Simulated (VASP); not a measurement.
CdTe, 2 atoms in the cell. It takes space group Fm-3m (No. 225, cubic). Conventional cell: a = 6.108 Å, b = 6.108 Å, c = 6.108 Å, α = 90.00°, β = 90.00°, γ = 90.00°. Cd (site symmetry m-3m) has 6 Te at 3.05 Å within 4.0 Å. Te (site symmetry m-3m) has 6 Cd at 3.05 Å within 4.0 Å.  This cell differs from its parent crystal: volume scaled by 0.96.

| Property | Result |
| --- | --- |
| Program | VASP 6.6.1 |
| Task | single point |
| Functional | revPBE |
| Potentials or basis | VASP PAW PBE potentials, release 64 (Cd, Te) |
| Cutoff | 520 eV |
| k mesh | 6 × 6 × 6 |
| Occupations | gaussian, width 0.05 eV |
| Spin | no spin polarisation |
| Dipole correction | no |
| Further INCAR settings | ALGO = Normal; EDIFF = 1e-06; NBANDS = 16 |

Potentials or basis: VASP PAW PBE potentials, release 64 (Cd, Te).

The run is started by

```sh
$ cat potpaw_PBE.64/Cd/POTCAR potpaw_PBE.64/Te/POTCAR > POTCAR
$ mpirun -np 1 vasp_std > vasp.out
```

Hardware: 1 thread of Intel(R) Xeon(R) Platinum 8259CL CPU @ 2.50GHz (Skylake/Cascade Lake), on a shared host.

Problem. Estimate the wall time of this run.

Solution. It took 14 s on 1 thread of Intel(R) Xeon(R) Platinum 8259CL CPU @ 2.50GHz (Skylake/Cascade Lake) (shared host), peak memory 0.17 GiB. Counts: scf iterations 14, k points 16.
